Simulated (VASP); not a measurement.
SiO2 (rutile type): density of states with PBE

Crystal: SiO2 (rutile type).

```
CELL_PARAMETERS angstrom
3.57579 0.00000 0.00000
0.00000 3.57579 0.00000
0.00000 0.00000 2.34120
ATOMIC_POSITIONS crystal
Si 0.00000 0.00000 0.00000
Si 0.50000 0.50000 0.50000
O 0.29838 0.29838 0.00000
O 0.70162 0.70162 0.00000
O 0.79838 0.20162 0.50000
O 0.20162 0.79838 0.50000
```

This cell differs from its parent crystal: volume scaled by 0.62.

```json
{"Program": "VASP 6.6.1", "Task": "density of states", "Functional": "PBE", "Potentials or basis": "VASP PAW PBE potentials, release 64 (Si, O)", "Cutoff": "520 eV", "k mesh": "7 × 7 × 10", "Occupations": "fermi-dirac, width 0.1 eV", "Spin": "no spin polarisation", "Dipole correction": "no", "k mesh for the DOS": "11 × 11 × 15", "Occupations for the DOS": "tetrahedron", "Further INCAR settings": "ALGO = Normal; EDIFF = 1e-06; NBANDS = 25"}
```

```
Valence electrons inside the program's atomic spheres : Si 2.24; O 5.72
```

Levels at points of the mesh, in eV from the valence-band top:
| k point | band 14 | band 15 | band 16 | band 17 | band 18 | band 19 |
| --- | --- | --- | --- | --- | --- | --- |
| (0.00, 0.00, 0.00) | -1.21 | -1.21 | 0.00 | 7.13 | 11.78 | 11.78 |

It took 38 s on 1 thread of Intel(R) Xeon(R) 6975P-C (Granite Rapids), on a shared host, peak memory 0.21 GiB.
